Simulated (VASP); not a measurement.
Here is a VASP 6.6.1 calculation.

INCAR

```
SYSTEM = Sn
ALGO = Fast
EDIFF = 1E-6
ENCUT = 520
GGA = PS
ISIF = 2
ISMEAR = 0
LASPH = .True.
LCHARG = .False.
LREAL = .False.
LWAVE = .False.
NBANDS = 21
NELM = 80
PREC = Accurate
SIGMA = 0.15
```

KPOINTS

```
k-points
0
Gamma
  12 12 12
  0 0 0
```

POSCAR

```
Sn
1.0
    0.0000000000      3.2456000000      3.3429680000
    3.2456000000      0.0000000000      3.3429680000
    3.2456000000      3.2456000000      0.0000000000
Sn
2
Direct
    0.5000000000      0.5000000000      0.5000000000
    0.7500000000      0.7500000000      0.7500000000
```

Potentials or basis: VASP PAW PBE potentials, release 64 (Sn_d).

The run is started by

```sh
$ cat potpaw_PBE.64/Sn_d/POTCAR > POTCAR
$ mpirun -np 1 vasp_std > vasp.out
```

Problem. Estimate the pressure.

Solution. -0.4 GPa.

Problem. What does it give for the band gap on the k mesh?

Solution. Zero (bands 14 and 15 overlap by 0.28 eV).

Stress tensor (GPa, compression positive):
```
-0.09  0.00  0.00
 0.00 -0.09  0.00
 0.00  0.00 -1.01
```

Caveat: the cell differs from its parent crystal (strain +0.000 along x and y, +0.030 along z); the PAW data sets were made with another functional, which shifts forces and pressure a little; spin-orbit coupling is left out, which moves the levels of the heavy elements.
